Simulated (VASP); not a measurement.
## Sr: single point with PBE

Slab: Sr, a slab with vacuum.

```
Sr
1.0
     4.26970    0.00000    0.00000
     0.00000    4.26970    0.00000
     0.00000    0.00000   29.05740
Sr
4
Direct
  0.25000 0.25000 0.34632
  0.75000 0.75000 0.44809
  0.25000 0.25000 0.55191
  0.75000 0.75000 0.65368
```

| Item | Value |
| --- | --- |
| Program | VASP 6.6.1 |
| Task | single point |
| Functional | PBE |
| Potentials or basis | VASP PAW PBE potentials, release 64 (Sr_sv) |
| Cutoff | 520 eV |
| k mesh | 9 × 9 × 1 |
| Occupations | fermi-dirac, width 0.05 eV |
| Spin | no spin polarisation |
| Dipole correction | no |
| Further INCAR settings | ALGO = Normal; EDIFF = 1e-06; NBANDS = 28 |

The band gap on the k mesh is zero (band 20 reaches -0.69 eV, above the bottom of band 21 at -0.72 eV).

Forces in eV/Å, atoms in the order of the input:
```
Sr   0.000  0.000 -0.003
Sr   0.000  0.000  0.002
Sr   0.000  0.000 -0.002
Sr   0.000  0.000  0.003
```

Levels at points of the mesh, in eV from the Fermi level:
```
           k point  band 16  band 17  band 18  band 19  band 20  band 21  band 22  band 23  band 24  band 25
(0.00, 0.00, 0.00)   -18.46    -3.45    -2.88    -1.95    -1.04     0.40     0.44     0.46     0.67     1.32
```

It took 4.8 min on 1 thread of Intel(R) Xeon(R) Platinum 8375C CPU @ 2.90GHz (Ice Lake), on a shared host, peak memory 0.57 GiB.
